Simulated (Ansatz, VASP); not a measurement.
## CaO in VASP and in Ansatz

The input POSCAR:

```
CaO
1.0
    0.1006070092      2.4022551182      2.4022551182
    2.4022551182      0.1006070092      2.4022551182
    2.4022551182      2.4022551182      0.1006070092
Ca O
1 1
Direct
    0.0000000000      0.0000000000      0.0000000000
    0.5000000000      0.5000000000      0.5000000000
```

File INCAR.step1:

```
PREC = Accurate ; ENCUT = 520
EDIFF = 1E-5 ; ISMEAR = 0
SIGMA = 0.01 ; LREAL = F
LASPH = T ; NELM = 100
ALGO = Normal ; ISIF = 2
LWAVE = T ; LCHARG = F
GGA = PE ; NBANDS = 15
```

File INCAR.step2:

```
PREC = Accurate ; ENCUT = 520
EDIFF = 1E-7 ; ISMEAR = 0
SIGMA = 0.01 ; LREAL = F
LASPH = T ; NELM = 100
ALGO = Normal ; ISIF = 2
LWAVE = F ; LCHARG = F
GGA = PE ; LHFCALC = T
HFSCREEN = 0.2079 ; PRECFOCK = Normal
ISTART = 1 ; NBANDS = 15
```

KPOINTS

```
regular mesh
0
Gamma
  6 6 6
```

Input for Ansatz:

```yaml
crystal:
  lattice:
    - [0.1006070092, 2.4022551182, 2.4022551182]
    - [2.4022551182, 0.1006070092, 2.4022551182]
    - [2.4022551182, 2.4022551182, 0.1006070092]
  atoms:
    - { symbol: Ca, position: [0.0, 0.0, 0.0] }
    - { symbol: O, position: [0.5, 0.5, 0.5] }
kpoints:
  mp_grid: { grid: [6, 6, 6] }
  band_path:
    path:
      - [0.0, 0.0, 0.0]
      - [0.5, 0.0, 0.5]
      - [0.625, 0.25, 0.625]
      - [0.375, 0.375, 0.75]
      - [0.5, 0.5, 0.5]
      - [0.5, 0.25, 0.75]
      - [0.0, 0.5, 0.5]
    npoints: 1
hamiltonian:
  xc: hse06
scf:
  occupations: { method: fixed }
  n_extra_bands: 4
output:
  forces: true
  stress: true
  eigenvalues: true
```

Change from the starting cell: epitaxial_111 strain -4.0%.

Alike in both runs: task single point; functional HSE06; k mesh 6 × 6 × 6; no spin polarisation.

```csv
,VASP,Ansatz
version,VASP 6.6.1,Ansatz 0.2.0
potentials or method,"VASP PAW PBE potentials, release 64 (Ca_sv, O)","plane waves, PAW"
plane-wave cutoff (eV),520,420
occupations,"gaussian, width 0.01 eV",fixed
valence electrons in the cell,16,16
```

```csv
,VASP,Ansatz,Ansatz less VASP
gap on the k mesh at the Fermi level (eV),5.16,5.18,+0.021
pressure (GPa),8.7,7.7,-0.96
"traceless stress, the component that is largest in VASP (GPa)",-3.85,-3.89,-0.034
```

Ansatz's warnings: stress exchange threshold loose, stress scf threshold loose.
